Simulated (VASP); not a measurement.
Wanted: the native input for a VASP 6.6.1 run.

```yaml
Task: single point
Functional: r2SCAN
Potentials_or_basis: VASP PAW PBE potentials, release 64 (Ag)
Cutoff: 520 eV
k_mesh: 18 × 18 × 12
Occupations: gaussian, width 0.1 eV
Spin: no spin polarisation
Dipole_correction: no
Further_INCAR_settings: ALGO = Normal; EDIFF = 1e-07; NBANDS = 18
```

The system is Ag.

```
Ag
1.0
     2.11374    2.11374    0.00000
    -2.11374    2.11374    0.00000
     0.00000    0.00000    4.22749
Ag
2
Direct
  0.00000 0.00000 0.00000
  0.50000 0.50000 0.50000
```

This cell differs from its parent crystal: equal strain along all axes, cell held: +3.0 %.

The input as run:

POSCAR

```
Ag
1.0
    2.1137435260      2.1137435260      0.0000000000
   -2.1137435260      2.1137435260      0.0000000000
    0.0000000000      0.0000000000      4.2274870520
Ag
2
Direct
    0.0000000000      0.0000000000      0.0000000000
    0.5000000000      0.5000000000      0.5000000000
```

INCAR.step1

```
SYSTEM = Ag
  PREC = Accurate
  ENCUT = 520
  ISMEAR = 0
  SIGMA = 0.1
  LREAL = .False.
  LASPH = .True.
  NELM = 80
  NBANDS = 18
  GGA = PE
  ALGO = Normal
  EDIFF = 1E-4
  LWAVE = .True.
  LCHARG = .False.
```

INCAR.step2

```
SYSTEM = Ag
  PREC = Accurate
  ENCUT = 520
  EDIFF = 1E-7
  ISMEAR = 0
  SIGMA = 0.1
  LREAL = .False.
  LASPH = .True.
  NELM = 80
  ALGO = Normal
  ISIF = 2
  LWAVE = .False.
  LCHARG = .True.
  METAGGA = R2SCAN
  LMIXTAU = .True.
  LELF = .True.
  LVHAR = .True.
  NBANDS = 18
  ISTART = 1
```

KPOINTS

```
Automatic mesh
0
Gamma
  18 18 12
  0 0 0
```

Potentials or basis: VASP PAW PBE potentials, release 64 (Ag).

Launch:

```sh
$ cat potpaw_PBE.64/Ag/POTCAR > POTCAR
$ cp INCAR.step1 INCAR
$ mpirun -np 1 vasp_std > vasp.out
$ cp INCAR.step2 INCAR
$ mpirun -np 1 vasp_std > vasp.out
```

It gave:

| Quantity | Value |
| --- | --- |
| Pressure | -7.1 GPa |
| Band gap on the k mesh | zero (bands 11 and 12 overlap by 9.40 eV) |

Caveat: the cell differs from its parent crystal (equal strain along all axes, cell held: +3.0 %); the cell stands under tension; the PAW data sets were made with another functional, which shifts forces and pressure a little.

Wall time 3.4 min on 1 thread of Intel(R) Xeon(R) 6975P-C (Granite Rapids), with other jobs on the host, peak memory 0.32 GiB.
